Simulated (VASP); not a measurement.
Write the native input for VASP 6.6.1 that does the following.

```yaml
Task: single point
Functional: LDA
Potentials_or_basis: VASP PAW LDA potentials, release 64 (C)
Cutoff: 600 eV
k_mesh: 13 × 13 × 4
Occupations: fermi-dirac, width 0.15 eV
Spin: no spin polarisation
Dipole_correction: no
Further_INCAR_settings: ALGO = Normal; EDIFF = 1e-06; NBANDS = 11
```

The structure of C lies in POSCAR:

```
C
1.0
    2.4561701600      0.0000000000      0.0000000000
   -1.2280850800      2.1271057600      0.0000000000
    0.0000000000      0.0000000000      8.5238033600
C
2
Direct
    0.3333333333      0.6666666667      0.0000000000
    0.6666666667      0.3333333333      0.0000000000
```

The input as run:

INCAR

```
SYSTEM = C
PREC = Accurate ; ENCUT = 600
EDIFF = 1E-6 ; ISMEAR = -1
SIGMA = 0.15 ; LREAL = .False.
LASPH = .True. ; NELM = 120
ALGO = Normal ; ISIF = 2
LWAVE = .False. ; LCHARG = .True.
LELF = .True. ; LVHAR = .True.
NBANDS = 11 ; GGA_COMPAT = .False.
```

KPOINTS

```
regular mesh
0
Gamma
  13 13 4
  0 0 0
```

Potentials or basis: VASP PAW LDA potentials, release 64 (C).

Launch:

```console
$ cat potpaw_LDA.64/C/POTCAR > POTCAR
$ mpirun -np 1 vasp_std > vasp.out
```

Run time: 32 s on 1 thread of Intel Xeon 8259CL (shared host), peak memory 0.16 GiB.
